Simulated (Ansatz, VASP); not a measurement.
**Two plane-wave programs on Cd4SbO**

```
Cd Sb O
1.0
    -2.96766    2.96766    4.79248
     2.96766   -2.96766    4.79248
     2.96766    2.96766   -4.79248
Cd Sb O
4 1 1
Direct
  0.75000 0.25000 0.50000
  0.25000 0.75000 0.50000
  0.79117 0.79117 0.00000
  0.20883 0.20883 0.00000
  0.50000 0.50000 0.00000
  0.00000 0.00000 0.00000
```

Alike in both runs: functional PBE; k mesh 10 × 10 × 10; occupations gaussian, width 0.1 eV; no spin polarisation.

Ansatz relaxed the structure, and its values are those at the end. VASP's run is a single point on that final structure, the one shown.

|  | VASP | Ansatz |
| --- | --- | --- |
| version | VASP 6.6.1 | Ansatz 0.2.0 |
| potentials or method | VASP PAW PBE potentials, release 64 (Cd, Sb, O), cutoff 520 eV | scalar-relativistic, plane waves, PAW |
| valence electrons in the cell | 59 | 101 |

Ansatz gave:

| Item | Value |
| --- | --- |
| gap on the k mesh at the Fermi level (eV) | none |
| pressure (GPa) | 0.0 |
| rms of the force components (eV/Å) | 0.002 |

**Question.** Which values does VASP return?

**Answer.** gap on the k mesh at the Fermi level (eV): none; pressure (GPa): 0.4; rms of the force components (eV/Å): 0.075.

A gap of «none» marks a metal or a gap that the smearing closes. VASP's potentials hold 59 valence electrons a cell and Ansatz's 101, so a difference there can come from the potentials and not from the codes.

Spin-orbit coupling is off throughout.
